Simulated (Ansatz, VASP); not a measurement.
**HgTe in VASP and in Ansatz**

```
CELL_PARAMETERS angstrom
2.98101 0.00000 0.00000
-1.49050 2.58163 0.00000
0.00000 0.00000 10.52131
ATOMIC_POSITIONS crystal
Hg 0.33333 0.66667 0.05862
Hg 0.66667 0.33333 0.55862
Te 0.33333 0.66667 0.31738
Te 0.66667 0.33333 0.81738
```

Change from the starting cell: volume scaled by 0.55, PAW files.

Alike in both runs: task single point; functional PBE; k mesh 8 × 8 × 5; occupations fermi-dirac, width 0.05 eV; no spin polarisation.

```csv
,VASP,Ansatz
version,VASP 6.6.1,Ansatz 0.2.0
potentials or method,"VASP PAW PBE potentials, release 64 (Hg, Te)","PAW with Ansatz's default frozen-core files, scalar-relativistic"
plane-wave cutoff (eV),520,420
valence electrons in the cell,36,72
```

|  | VASP | Ansatz | Ansatz less VASP |
| --- | --- | --- | --- |
| pressure (GPa) | 34.5 | 34.0 | -0.52 |
| traceless stress, the component that is largest in VASP (GPa) | 0.14 | 0.02 | -0.118 |

Both programs put the cell under a high pressure, so it lies far from rest at this level. VASP's potentials hold 36 valence electrons a cell and Ansatz's 72, so a difference there can come from the potentials and not from the codes.

Neither program's run includes spin-orbit coupling.
